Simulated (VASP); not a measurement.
Here is a VASP 6.6.1 calculation.

File INCAR:

```
SYSTEM = Ta
PREC = Accurate
ENCUT = 520
EDIFF = 1E-6
ISMEAR = -1
SIGMA = 0.05
LREAL = .FALSE.
LASPH = .TRUE.
NELM = 80
ALGO = Normal
ISIF = 2
LWAVE = .FALSE.
LCHARG = .FALSE.
GGA = B5
ALDAX = 1.0
AGGAX = 1.0
AGGAC = 1.0
ALDAC = 0.0
IVDW = 13
VDW_S6 = 1.0
VDW_S8 = 2.34076671
VDW_A1 = 0.44488865
VDW_A2 = 4.0933009
NBANDS = 12
```

File KPOINTS:

```
regular mesh
0
G
  11 11 11
  0 0 0
```

POSCAR

```
Ta
1.0
   -1.6609459999      1.6609459999      1.6609459999
    1.6609459999     -1.6609459999      1.6609459999
    1.6609459999      1.6609459999     -1.6609459999
Ta
1
Direct
    0.0000000000      0.0000000000      0.0000000000
```

Potentials or basis: VASP PAW PBE potentials, release 64 (Ta_pv).

Run with:

```bash
$ cat potpaw_PBE.64/Ta_pv/POTCAR > POTCAR
$ mpirun -np 1 vasp_std > vasp.out
```

(1) Estimate the pressure.

(2) Predict the dispersion energy per atom.

Results:

(1) 1.0 GPa.

(2) -0.574 eV.

Caveat: the PAW data sets were made with another functional, which shifts forces and pressure a little; pairwise dispersion overbinds metals, which lowers pressure and volume.
